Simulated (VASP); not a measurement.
Wanted: the native input for a VASP 6.6.1 run.

| Property | Result |
| --- | --- |
| Task | single point |
| Functional | r2SCAN |
| Potentials or basis | VASP PAW PBE potentials, release 64 (Zr_sv, B) |
| Cutoff | 520 eV |
| k mesh | 10 × 10 × 8 |
| Occupations | fermi-dirac, width 0.05 eV |
| Spin | no spin polarisation |
| Dipole correction | no |
| Further INCAR settings | ALGO = Normal; EDIFF = 1e-06; NBANDS = 16 |

ZrB2:

```
Zr B
1.0
     3.12716    0.00000    0.00000
    -1.56358    2.70820    0.00000
     0.00000    0.00000    3.48525
Zr B
1 2
Direct
  0.00000 0.00000 0.00000
  0.66667 0.33333 0.50000
  0.33333 0.66667 0.50000
```

One way to write it, as run:

POSCAR

```
ZrB2
1.0
    3.1271569103      0.0000000000      0.0000000000
   -1.5635784551      2.7081973259      0.0000000000
    0.0000000000      0.0000000000      3.4852509034
Zr B
1 2
Direct
    0.0000000000      0.0000000000      0.0000000000
    0.6666666667      0.3333333333      0.5000000000
    0.3333333333      0.6666666667      0.5000000000
```

INCAR.step1

```
PREC     = Accurate       # precision mode
ENCUT    = 520            # plane-wave cutoff, eV
ISMEAR   = -1             # smearing method
SIGMA    = 0.05           # smearing width, eV
LREAL    = False          # projectors in reciprocal space
LASPH    = True           # aspherical terms in the spheres
NELM     = 100            # most SCF steps
NBANDS   = 16             # bands
GGA      = PE             # functional
ALGO     = Normal         # electronic algorithm
EDIFF    = 1E-4           # SCF threshold, eV
LWAVE    = True           # write WAVECAR
LCHARG   = False          # write CHGCAR
```

INCAR.step2

```
PREC     = Accurate       # precision mode
ENCUT    = 520            # plane-wave cutoff, eV
EDIFF    = 1E-6           # SCF threshold, eV
ISMEAR   = -1             # smearing method
SIGMA    = 0.05           # smearing width, eV
LREAL    = False          # projectors in reciprocal space
LASPH    = True           # aspherical terms in the spheres
NELM     = 100            # most SCF steps
ALGO     = Normal         # electronic algorithm
ISIF     = 2              # what is computed and relaxed
LWAVE    = False          # write WAVECAR
LCHARG   = True           # write CHGCAR
METAGGA  = R2SCAN         # meta-GGA
LMIXTAU  = True         
LELF     = True           # ELF
LVHAR    = True         
NBANDS   = 16             # bands
ISTART   = 1
```

KPOINTS

```
Automatic mesh
0
Gamma
  10 10 8
```

Potentials or basis: VASP PAW PBE potentials, release 64 (Zr_sv, B).

Command:

```bash
$ cat potpaw_PBE.64/Zr_sv/POTCAR potpaw_PBE.64/B/POTCAR > POTCAR
$ cp INCAR.step1 INCAR
$ mpirun -np 1 vasp_std > vasp.out
$ cp INCAR.step2 INCAR
$ mpirun -np 1 vasp_std > vasp.out
```

It gave:

The pressure is 11.8 GPa and the band gap on the k mesh is zero (band 9 reaches 11.74 eV, above the bottom of band 10 at 10.84 eV).

Caveat: the PAW data sets were made with another functional, which shifts forces and pressure a little.

Run time: 120 s on 1 thread of Intel(R) Xeon(R) Platinum 8259CL CPU @ 2.50GHz (Skylake/Cascade Lake), on a shared host, peak memory 0.16 GiB.
